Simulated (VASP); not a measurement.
Input of a VASP 6.6.1 run:

The input INCAR:

```
PREC     = Accurate       # precision mode
ENCUT    = 600            # plane-wave cutoff, eV
EDIFF    = 1E-7           # SCF threshold, eV
ISMEAR   = 0              # smearing method
SIGMA    = 0.1            # smearing width, eV
LREAL    = False          # projectors in reciprocal space
LASPH    = True           # aspherical terms in the spheres
NELM     = 120            # most SCF steps
ALGO     = Normal         # electronic algorithm
ISIF     = 3              # what is computed and relaxed
LWAVE    = False          # write WAVECAR
LCHARG   = False          # write CHGCAR
GGA      = PE             # functional
IBRION   = 2              # ionic algorithm
NSW      = 100            # ionic steps
EDIFFG   = -0.01          # ionic threshold
GGA_COMPAT= False        
NELMIN   = 4
```

The input KPOINTS:

```
regular mesh
0
Gamma
  10 8 8
```

POSCAR

```
Mg4Au
1.0
    4.5578689588      0.0000000000      0.0000000000
    0.0000000000      4.6049129354      0.0000000000
   -2.2195250442      0.0000000000      5.4165215532
Mg Au
4 1
Direct
    0.6445479158      0.5000000000      0.7844839101
    0.1444348697      0.0000000000      0.7905728139
    0.8555651303      0.0000000000      0.2094271861
    0.3554520842      0.5000000000      0.2155160899
    0.5000000000      0.0000000000      0.5000000000
```

Potentials or basis: VASP PAW PBE potentials, release 64 (Mg, Au).

Run with:

```sh
$ cat potpaw_PBE.64/Mg/POTCAR potpaw_PBE.64/Au/POTCAR > POTCAR
$ mpirun -np 1 vasp_std > vasp.out
```

(1) Predict the relaxed volume.

(2) What does it give for the space group after relaxing (to 0.1 Å)?

(3) Predict the band gap on the k mesh.

(4) Estimate the relaxed cell.

Results:

(1) 22.58 Å³/atom.

(2) Cmmm (No. 65).

(3) zero (an odd number of electrons rules out a gap without spin polarisation).

(4) a = 4.550 Å, b = 4.594 Å, c = 5.855 Å, α = 90.00°, β = 112.73°, γ = 90.00°.

Caveat: spin-orbit coupling is left out, which moves the levels of the heavy elements.
